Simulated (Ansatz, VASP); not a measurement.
**ZnS: VASP beside Ansatz**

File POSCAR:

```
ZnS
1.0
    3.8110000000      0.0000000000      0.0000000000
   -1.9055000000      3.3004228100      0.0000000000
    0.0000000000      0.0000000000      6.2340000000
Zn S
2 2
Direct
    0.3333333333      0.6666666667      0.0000000000
    0.6666666667      0.3333333333      0.5000000000
    0.3333333333      0.6666666667      0.3850000000
    0.6666666667      0.3333333333      0.8850000000
```

Contents of INCAR.step1:

```
PREC     = Accurate       # precision mode
ENCUT    = 550            # plane-wave cutoff, eV
ISMEAR   = 0              # smearing method
SIGMA    = 0.1            # smearing width, eV
LREAL    = F              # projectors in reciprocal space
LASPH    = T              # aspherical terms in the spheres
NELM     = 120            # most SCF steps
NBANDS   = 26             # bands
GGA      = PE             # functional
ALGO     = Normal         # electronic algorithm
EDIFF    = 1E-5           # SCF threshold, eV
LWAVE    = T              # write WAVECAR
LCHARG   = F              # write CHGCAR
GGA_COMPAT= F
```

INCAR.step2

```
PREC     = Accurate       # precision mode
ENCUT    = 550            # plane-wave cutoff, eV
EDIFF    = 1E-6           # SCF threshold, eV
ISMEAR   = 0              # smearing method
SIGMA    = 0.1            # smearing width, eV
LREAL    = F              # projectors in reciprocal space
LASPH    = T              # aspherical terms in the spheres
NELM     = 120            # most SCF steps
ALGO     = Normal         # electronic algorithm
ISIF     = 2              # what is computed and relaxed
LWAVE    = F              # write WAVECAR
LCHARG   = F              # write CHGCAR
METAGGA  = R2SCAN         # meta-GGA
LMIXTAU  = T            
NBANDS   = 26             # bands
ISTART   = 1            
GGA_COMPAT= F
```

The input KPOINTS:

```
Automatic mesh
0
Gamma
  2 2 1
```

Input for Ansatz:

```yaml
crystal:
  lattice:
    - [3.811, 0.0, 0.0]
    - [-1.9055, 3.30042281, 0.0]
    - [0.0, 0.0, 6.234]
  atoms:
    - { symbol: Zn, position: [0.3333333333333333, 0.6666666666666666, 0.0] }
    - { symbol: Zn, position: [0.6666666666666666, 0.3333333333333333, 0.5] }
    - { symbol: S, position: [0.3333333333333333, 0.6666666666666666, 0.385] }
    - { symbol: S, position: [0.6666666666666666, 0.3333333333333333, 0.8849999999999999] }
basis:
  ecutwfc: 550.0
kpoints:
  mp_grid:
    grid: [2, 2, 1]
hamiltonian:
  xc: r2scan
  pseudopotentials:
    kind: paw
scf:
  n_extra_bands: 4
  self_checks: high
  occupations:
    method: gaussian
    width: 0.1
output:
  forces: true
```

Alike in both runs: task single point; functional r2SCAN; k mesh 2 × 2 × 1; occupations gaussian, width 0.1 eV; no spin polarisation.

```csv
,VASP,Ansatz
version,VASP 6.6.1,Ansatz 0.2.0
potentials or method,"VASP PAW PBE potentials, release 64 (Zn, S), cutoff 550 eV","plane waves, PAW"
valence electrons in the cell,36,36
```

Ansatz gave:

- gap on the k mesh at the Fermi level (eV): 2.77
- rms of the force components (eV/Å): 0.222

**Question.** What did VASP give for the same quantities?

**Answer.** gap on the k mesh at the Fermi level (eV): 2.77; rms of the force components (eV/Å): 0.221.

VASP's potentials were made for PBE, not for r2SCAN. Atom by atom the forces differ by 0.001 eV/Å (rms over components). With one functional, cell and mesh, what is left measures potentials, basis and numerics.

The k mesh is coarse, so the values compare programs but aren't converged.
